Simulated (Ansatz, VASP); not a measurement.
One calculation of CuI, two programs

Contents of INCAR:

```
SYSTEM = CuI
ALGO = Normal
EDIFF = 1E-7
ENCUT = 520
GGA = PE
ISIF = 2
ISMEAR = -1
LASPH = .True.
LCHARG = .False.
LREAL = .False.
LWAVE = .False.
NBANDS = 16
NELM = 80
PREC = Accurate
SIGMA = 0.02
```

The input KPOINTS:

```
k-points
0
Gamma
  5 5 5
  0 0 0
```

Contents of POSCAR:

```
CuI
1.0
    0.0000000000      3.0315000000      3.0315000000
    3.0315000000      0.0000000000      3.0315000000
    3.0315000000      3.0315000000      0.0000000000
I Cu
1 1
Direct
    0.0000000000      0.0000000000      0.0000000000
    0.7500000000      0.7500000000      0.7500000000
```

Contents of input.yaml:

```yaml
crystal:
  lattice:
    - [0.0, 3.0315, 3.0315]
    - [3.0315, 0.0, 3.0315]
    - [3.0315, 3.0315, 0.0]
  atoms:
    - { symbol: I, position: [0.0, 0.0, 0.0] }
    - { symbol: Cu, position: [0.75, 0.75, 0.75] }
kpoints:
  mp_grid: { grid: [5, 5, 5] }
scf:
  occupations: { method: fermi_dirac, width: 0.02 }
hamiltonian:
  xc: pbe
  pseudopotentials: { kind: all_electron, lapw: { basis_error: 0.002 } }
output:
  forces: true
  stress: true
  eigenvalues: true
```

Alike in both runs: task single point; functional PBE; k mesh 5 × 5 × 5; occupations fermi-dirac, width 0.02 eV; no spin polarisation.

```csv
,VASP,Ansatz
version,VASP 6.6.1,Ansatz 0.2.0
potentials or method,"VASP PAW PBE potentials, release 64 (I, Cu), cutoff 520 eV","all-electron LAPW, scalar-relativistic"
```

Ansatz gave:

- gap on the k mesh at the Fermi level (eV): 1.12
- least direct gap on the mesh (eV): 1.12
- pressure (GPa): 0.4

What did VASP give for the same quantities?

gap on the k mesh at the Fermi level (eV): 1.14; least direct gap on the mesh (eV): 1.14; pressure (GPa): 0.4.

Ansatz ran all-electron here, and VASP with PAW potentials.

Spin-orbit coupling is off throughout.
